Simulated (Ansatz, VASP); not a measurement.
One calculation of In, two programs

Contents of INCAR:

```
SYSTEM = In
ALGO = Normal ; EDIFF = 1E-6
ENCUT = 520 ; GGA = PS
ISIF = 2 ; ISMEAR = -1
LASPH = .True. ; LCHARG = .False.
LREAL = .False. ; LWAVE = .False.
NBANDS = 20 ; NELM = 80
PREC = Accurate ; SIGMA = 0.1
```

The input KPOINTS:

```
k-points
0
Gamma
  13 13 12
  0 0 0
```

Contents of POSCAR:

```
In
1.0
   -3.6873450450      3.6624305603      1.5114205474
    3.6624305603     -3.6873450450      1.5114205474
    2.0414847632      2.0414847632     -1.5570514719
In
2
Direct
    0.9993221845      0.0006778155      1.0000000000
    0.7506778155      0.2493221845      0.5000000000
```

Input for Ansatz:

```yaml
crystal:
  lattice:
    - [-3.687345045, 3.6624305603, 1.5114205474]
    - [3.6624305603, -3.687345045, 1.5114205474]
    - [2.0414847632, 2.0414847632, -1.5570514719]
  atoms:
    - { symbol: In, position: [0.9993221845, 0.0006778155, 1.0] }
    - { symbol: In, position: [0.7506778155, 0.2493221845, 0.5] }
hamiltonian:
  xc: pbesol
  pseudopotentials:
    kind: paw
    azcp:
      In: "pseudopotentials/In.paw.azcp"
basis:
  ecutwfc: 420
  fft_grid_basis: typed
kpoints:
  mp_grid: { grid: [13, 13, 12], shift: [0, 0, 0] }
magnetization:
  spin_polarized: false
scf:
  occupations: { method: fermi_dirac, width: 0.1 }
  lower_state_search: "off"
output:
  stress: true
  write_density: true
  write_potential: true
  elf: true
  volumetric_format: npy
```

Alike in both runs: task single point; functional PBEsol; k mesh 13 × 13 × 12; occupations fermi-dirac, width 0.1 eV; no spin polarisation.

```csv
,VASP,Ansatz
version,VASP 6.6.1,Ansatz 0.2.0
potentials or method,"VASP PAW PBE potentials, release 64 (In_d), cutoff 520 eV","plane waves (420 eV) with PAW, scalar-relativistic"
valence electrons in the cell,26,26
```

|  | VASP | Ansatz | Ansatz less VASP |
| --- | --- | --- | --- |
| pressure (GPa) | 7.9 | 7.9 | +0.03 |
| traceless stress, the component that is largest in VASP (GPa) | -0.61 | -0.61 | +0.008 |

VASP's potentials were made for PBE, not for PBEsol, and Ansatz warns of the same on its side.
